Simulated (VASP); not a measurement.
# YAl2N3 in VASP: a series of runs, part 2 of 2

VASP 6.6.1. The steps go on from the part before.

**4. Relaxation of cell and atoms, PBE**

This run uses another cell than the first one, of 12.87 Å³/atom.

INCAR

```
SYSTEM = YAl2N3
PREC = Accurate ; ENCUT = 600
EDIFF = 1E-6 ; ISMEAR = 0
SIGMA = 0.15 ; LREAL = .False.
LASPH = .True. ; NELM = 60
ALGO = Normal ; ISIF = 3
LWAVE = .False. ; LCHARG = .False.
GGA = PE ; IBRION = 2
NSW = 36 ; EDIFFG = -0.08
```

KPOINTS

```
Automatic mesh
0
Gamma
  3 3 2
  0 0 0
```

POSCAR

```
YAl2N3
1.0
    5.0250000000     -2.9000000000      0.0000000000
    5.0250000000      2.9000000000      0.0000000000
    0.0000000000      0.0000000000      5.3000000000
Y Al N
2 4 6
Direct
    0.3330000000      0.6670000000      0.0000000000
    0.6670000000      0.3330000000      0.5000000000
    0.6666000000      0.0000000000      0.0000000000
    0.0000000000      0.3334000000      0.0000000000
    0.0000000000      0.6666000000      0.5000000000
    0.3334000000      0.0000000000      0.5000000000
    0.6666000000      0.0000000000      0.3650000000
    0.0000000000      0.3334000000      0.3650000000
    0.6670000000      0.3330000000      0.8900000000
    0.0000000000      0.6666000000      0.8650000000
    0.3334000000      0.0000000000      0.8650000000
    0.3330000000      0.6670000000      0.3900000000
```

Launch:

```
> cat potpaw_PBE.64/Y_sv/POTCAR potpaw_PBE.64/Al/POTCAR potpaw_PBE.64/N/POTCAR > POTCAR
> mpirun -np 1 vasp_std > vasp.out
```

It took 5.5 min on 1 thread of Intel Xeon 6975P-C (Granite Rapids), shared host; peak memory 0.34 GiB.

The run converged. Its results:

```yaml
Free_energy: -94.7991 eV
Relaxed_volume: 12.64 Å³/atom
Relaxed_cell: a = 5.845 Å, b = 5.845 Å, c = 5.175 Å, α = 90.00°, β = 90.00°, γ = 59.08°
Space_group_after_relaxing_to_0.1_Å: Cmc2_1 (No. 36)
Energy_gained_by_relaxing: 358.5 meV/atom
Ionic_steps: 14
Pressure_after_relaxing: -0.1 GPa
Largest_force_after_relaxing: 0.027 eV/Å
Band_gap_on_the_k_mesh: 2.39 eV (least direct gap 2.51 eV)
```

Forces in eV/Å, atoms in the order of the input:
```
Y    0.000  0.021  0.000
Y    0.000 -0.021  0.000
Al   0.023  0.002  0.008
Al  -0.023  0.002  0.008
Al   0.023 -0.002  0.008
Al  -0.023 -0.002  0.008
N    0.000 -0.027 -0.006
N    0.000 -0.027 -0.006
N    0.000  0.018 -0.005
N    0.000  0.027 -0.006
N    0.000  0.027 -0.006
N    0.000 -0.018 -0.005
```

Stress tensor (GPa, compression positive):
```
-0.15  0.00  0.00
 0.00 -0.04  0.00
 0.00  0.00 -0.12
```

The path:
| step | energy change (eV) | largest force (eV/Å) | pressure (GPa) | volume (Å³) |
| --- | --- | --- | --- | --- |
| 1 | 0.0000 | 5.6030 | 8.42 | 154.47 |
| 2 | -3.0164 | 0.9311 | -13.47 | 170.07 |
| 3 | -3.0918 | 0.8307 | -11.29 | 167.55 |
| 4 | -4.0458 | 0.6649 | 3.62 | 149.17 |
| 5 | -4.0528 | 0.6829 | 2.25 | 150.44 |
| 6 | -4.2104 | 0.5593 | 1.02 | 151.05 |
| 7 | -4.2186 | 0.5434 | 0.78 | 151.22 |
| 8 | -4.2664 | 0.2542 | -1.04 | 152.73 |
| 9 | -4.2697 | 0.1797 | -1.64 | 153.25 |
| 10 | -4.2966 | 0.1031 | 0.45 | 151.20 |
| 11 | -4.2966 | 0.1046 | 0.39 | 151.24 |
| 12 | -4.3006 | 0.0817 | -0.03 | 151.61 |
| 13 | -4.3006 | 0.0805 | 0.00 | 151.59 |
| 14 | -4.3016 | 0.0271 | -0.10 | 151.69 |

Final structure:
```yaml
crystal:
  lattice:
    - [5.08560, -2.88186, 0.00000]
    - [5.08560, 2.88186, 0.00000]
    - [0.00000, 0.00000, 5.17497]
  atoms:
    - { symbol: Y, position: [0.30842, 0.69158, 0.97262] }
    - { symbol: Y, position: [0.69158, 0.30842, 0.47262] }
    - { symbol: Al, position: [0.65992, 0.98970, 0.99508] }
    - { symbol: Al, position: [0.01030, 0.34008, 0.99508] }
    - { symbol: Al, position: [0.98970, 0.65992, 0.49508] }
    - { symbol: Al, position: [0.34008, 0.01030, 0.49508] }
    - { symbol: N, position: [0.66753, 0.94645, 0.35993] }
    - { symbol: N, position: [0.05355, 0.33247, 0.35993] }
    - { symbol: N, position: [0.70975, 0.29025, 0.93734] }
    - { symbol: N, position: [0.94645, 0.66753, 0.85993] }
    - { symbol: N, position: [0.33247, 0.05355, 0.85993] }
    - { symbol: N, position: [0.29025, 0.70975, 0.43734] }
```

Levels at points of the mesh, in eV from the valence-band top:
| k point | band 30 | band 31 | band 32 | band 33 | band 34 | band 35 |
| --- | --- | --- | --- | --- | --- | --- |
| (0.00, 0.00, 0.00) | -0.68 | -0.47 | -0.12 | 2.39 | 3.40 | 3.50 |
| (0.00, 0.00, 0.50) | -0.65 | -0.51 | -0.51 | 4.27 | 4.27 | 4.41 |

Caveat: the k points lie up to 0.61 Å⁻¹ apart in the final cell; an odd mesh through Γ misses points on the zone boundary, where band edges can lie.

**5. Single point, PBE**

INCAR

```
SYSTEM = YAl2N3
  PREC = Accurate
  ENCUT = 520
  EDIFF = 1E-6
  ISMEAR = 0
  SIGMA = 0.1
  LREAL = .FALSE.
  LASPH = .TRUE.
  NELM = 60
  ALGO = Normal
  ISIF = 2
  LWAVE = .FALSE.
  LCHARG = .FALSE.
  GGA = PE
  NBANDS = 44
```

KPOINTS

```
Automatic mesh
0
G
  4 4 4
  0 0 0
```

POSCAR

```
YAl2N3
1.0
    0.0006580677      0.0024143330     -5.1542851389
    0.0033823763      5.7790161350     -0.0026516394
    5.0916444127     -2.8864639865      0.0006948768
Y Al N
2 4 6
Direct
    0.5293471334      0.6925459357      0.0002071999
    0.0294883720      0.3075924318     -0.0001672900
    0.5049997919      0.9900938350      0.6495666209
    0.5049712080      0.3405746291      0.3505026240
    0.0049662659      0.6594591078      0.6495115380
    0.0049437791      0.0099312080      0.3504307598
    0.1392025801      0.9455709767      0.6139043016
    0.1391186229      0.3317922068      0.3862271234
    0.5622930951      0.2907114276     -0.0001459456
    0.6391128837      0.6680540126      0.6137156631
    0.6391852967      0.0543529398      0.3861248256
    0.0623709712      0.7093212892      0.0001225793
```

Launch:

```
> cat potpaw_PBE.64/Y_sv/POTCAR potpaw_PBE.64/Al/POTCAR potpaw_PBE.64/N/POTCAR > POTCAR
> mpirun -np 1 vasp_std > vasp.out
```

Wall time 2.5 min (1 thread of Intel Xeon 6975P-C (Granite Rapids), shared host); peak memory 0.41 GiB.

Results (log left out):

- Free energy: -94.9053 eV
- Pressure: -0.2 GPa
- Largest force: 0.018 eV/Å
- Band gap on the k mesh: 2.29 eV (least direct gap 2.47 eV)

Forces in eV/Å, atoms in the order of the input:
```
Y   -0.001 -0.013 -0.008
Y    0.000  0.012 -0.009
Al  -0.002 -0.008 -0.004
Al   0.002 -0.008 -0.005
Al  -0.002  0.009 -0.005
Al   0.002  0.009 -0.006
N   -0.002 -0.005  0.002
N    0.001 -0.005  0.002
N    0.001  0.008  0.015
N   -0.002  0.005  0.001
N    0.001  0.005  0.001
N   -0.001 -0.008  0.016
```

Stress tensor (GPa, compression positive):
```
-0.30 -0.07  0.02
-0.07 -0.24  0.09
 0.02  0.09 -0.14
```

Levels at points of the mesh, in eV from the valence-band top:
| k point | band 28 | band 29 | band 30 | band 31 | band 32 | band 33 | band 34 | band 35 | band 36 | band 37 |
| --- | --- | --- | --- | --- | --- | --- | --- | --- | --- | --- |
| (0.00, 0.00, 0.00) | -0.91 | -0.86 | -0.78 | -0.56 | -0.18 | 2.29 | 3.27 | 3.39 | 4.28 | 4.59 |
| (0.50, 0.00, 0.00) | -1.00 | -0.73 | -0.73 | -0.62 | -0.62 | 4.19 | 4.20 | 4.32 | 4.32 | 5.28 |
| (0.00, 0.50, 0.00) | -0.73 | -0.65 | -0.61 | -0.32 | -0.30 | 3.40 | 3.63 | 3.88 | 4.77 | 5.11 |
| (0.50, 0.50, 0.00) | -1.21 | -1.04 | -1.04 | -0.38 | -0.38 | 4.21 | 4.21 | 4.87 | 4.87 | 5.25 |
| (0.00, 0.00, 0.50) | -1.08 | -0.82 | -0.52 | -0.12 | 0.00 | 2.79 | 3.80 | 3.96 | 4.13 | 5.20 |
| (0.50, 0.00, 0.50) | -1.38 | -0.88 | -0.88 | -0.33 | -0.33 | 3.93 | 3.93 | 4.95 | 4.95 | 5.33 |
| (0.00, 0.50, 0.50) | -0.73 | -0.65 | -0.61 | -0.33 | -0.31 | 3.40 | 3.64 | 3.87 | 4.77 | 5.11 |
| (0.50, 0.50, 0.50) | -1.21 | -1.04 | -1.04 | -0.39 | -0.38 | 4.21 | 4.21 | 4.87 | 4.87 | 5.25 |

**6. Single point, PBE**

INCAR

```
ALGO = Normal
EDIFF = 1E-6
ENCUT = 520
GGA = PE
ISIF = 2
ISMEAR = 0
LASPH = True
LCHARG = False
LREAL = False
LWAVE = False
NBANDS = 44
NELM = 80
PREC = Accurate
SIGMA = 0.02
```

KPOINTS

```
k-points
0
Gamma
  6 6 6
```

POSCAR

```
YAl2N3
1.0
    5.0923739538     -2.8902223789      0.0000000000
    5.0923739538      2.8902223789      0.0000000000
    0.0000000000      0.0000000000      5.1545628835
Y Al N
2 4 6
Direct
    0.3077401832      0.6922598168      0.4702587057
    0.6922598168      0.3077401832      0.9702587057
    0.6594547434      0.9899742356      0.4949735375
    0.0100257644      0.3405452566      0.4949735375
    0.9899742356      0.6594547434      0.9949735375
    0.3405452566      0.0100257644      0.9949735375
    0.6683338293      0.9454997646      0.8608280464
    0.0545002354      0.3316661707      0.8608280464
    0.7089165124      0.2910834876      0.4381381263
    0.9454997646      0.6683338293      0.3608280464
    0.3316661707      0.0545002354      0.3608280464
    0.2910834876      0.7089165124      0.9381381263
```

Potentials or basis: VASP PAW PBE potentials, release 64 (Y_sv, Al, N).

Launch:

```
> cat potpaw_PBE.64/Y_sv/POTCAR potpaw_PBE.64/Al/POTCAR potpaw_PBE.64/N/POTCAR > POTCAR
> mpirun -np 1 vasp_std > vasp.out
```

Wall time 3.5 min (1 thread of Intel Xeon 6975P-C (Granite Rapids), shared host); peak memory 0.47 GiB.

The run converged. Its results:

| Quantity | Value |
| --- | --- |
| Free energy | -94.9069 eV |
| Pressure | -0.3 GPa |
| Largest force | 0.009 eV/Å |
| Band gap on the k mesh | 2.29 eV (least direct gap 2.46 eV) |

Forces in eV/Å, atoms in the order of the input:
```
Y    0.000 -0.005  0.000
Y    0.000  0.005  0.000
Al   0.009  0.001  0.000
Al  -0.009  0.001  0.000
Al   0.009 -0.001  0.000
Al  -0.009 -0.001  0.000
N   -0.008  0.000 -0.001
N    0.008  0.000 -0.001
N    0.000 -0.008  0.001
N   -0.008  0.000 -0.001
N    0.008  0.000 -0.001
N    0.000  0.008  0.001
```

Levels at points of the mesh, in eV from the valence-band top:
| k point | band 30 | band 31 | band 32 | band 33 | band 34 | band 35 |
| --- | --- | --- | --- | --- | --- | --- |
| (0.00, 0.00, 0.00) | -0.78 | -0.56 | -0.17 | 2.29 | 3.27 | 3.40 |
| (0.50, 0.00, 0.00) | -0.61 | -0.32 | -0.30 | 3.41 | 3.63 | 3.88 |
| (0.50, 0.50, 0.00) | -0.51 | -0.11 | 0.00 | 2.79 | 3.81 | 3.96 |
| (0.00, 0.00, 0.50) | -0.73 | -0.62 | -0.62 | 4.20 | 4.20 | 4.32 |
| (0.50, 0.00, 0.50) | -1.04 | -0.38 | -0.38 | 4.21 | 4.21 | 4.87 |
| (0.50, 0.50, 0.50) | -0.88 | -0.33 | -0.33 | 3.93 | 3.93 | 4.96 |

**7. The runs side by side**

```tsv
task	cell	k mesh	cutoff (eV)	smearing	gap on the mesh (eV)	pressure (GPa)	largest force (eV/Å)
single point	a = 5.849, b = 5.849, c = 5.170 Å, angles 90.0, 90.0, 59.1°, 12 atoms, atomic positions A	3 × 3 × 2	520	gaussian 0.15 eV	2.36	-0.2	0.08
single point	a = 5.155, b = 5.780, c = 5.855 Å, angles 119.6, 90.0, 90.0°, 12 atoms, atomic positions A	4 × 4 × 4	520	gaussian 0.1 eV	2.29	-0.2	0.01
relaxation of cell and atoms	relaxed from a = 5.802, b = 5.802, c = 5.300 Å, angles 90.0, 90.0, 60.0°, 12 atoms, atomic positions B	3 × 3 × 2	600	gaussian 0.15 eV	2.39	-0.1	0.03
single point	a = 5.154, b = 5.779, c = 5.853 Å, angles 119.5, 90.0, 89.9°, 12 atoms, atomic positions A	4 × 4 × 4	520	gaussian 0.1 eV	2.29	-0.2	0.02
single point	a = 5.855, b = 5.855, c = 5.155 Å, angles 90.0, 90.0, 59.2°, 12 atoms, atomic positions A	6 × 6 × 6	520	gaussian 0.02 eV	2.29	-0.3	0.01
```

Alike in all rows: level PBE; potentials or basis VASP PAW PBE potentials, release 64 (Y_sv, Al, N); no spin polarisation.

Caveats: some runs use coarse meshes; an odd mesh through Γ misses points on the zone boundary, where band edges can lie (at least some runs).

Absolute energies hang on the potentials; compare differences alone.
